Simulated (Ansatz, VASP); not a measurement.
# Two plane-wave programs on CuI

```
Cu I
1.0
     4.08204    0.00000    0.00000
     0.00000    4.08204    0.00000
     0.00000    0.00000    5.95568
Cu I
2 2
Direct
  0.00000 0.00000 0.00000
  0.50000 0.50000 0.00000
  0.00000 0.50000 0.28721
  0.50000 0.00000 0.71279
```

Alike in both runs: functional BLYP; dispersion D3(BJ); k mesh 4 × 4 × 4; no spin polarisation.

Ansatz relaxed the structure, and its values are those at the end. VASP's run is a single point on that final structure, the one shown.

|  | VASP | Ansatz |
| --- | --- | --- |
| version | VASP 6.6.1 | Ansatz 0.2.0 |
| potentials or method | VASP PAW PBE potentials, release 64 (Cu, I) | plane waves, PAW |
| plane-wave cutoff (eV) | 520 | 420 |
| occupations | gaussian, width 0.01 eV | fixed |
| valence electrons in the cell | 36 | 72 |

|  | VASP | Ansatz | Ansatz less VASP |
| --- | --- | --- | --- |
| pressure (GPa) | 0.2 | 0.0 | -0.23 |
| rms of the force components (eV/Å) | 0.008 | 0.000 | -0.0076 |

VASP's potentials were made for PBE, not for BLYP. VASP's potentials hold 36 valence electrons a cell and Ansatz's 72, so a difference there can come from the potentials and not from the codes.

Neither program's run includes spin-orbit coupling.
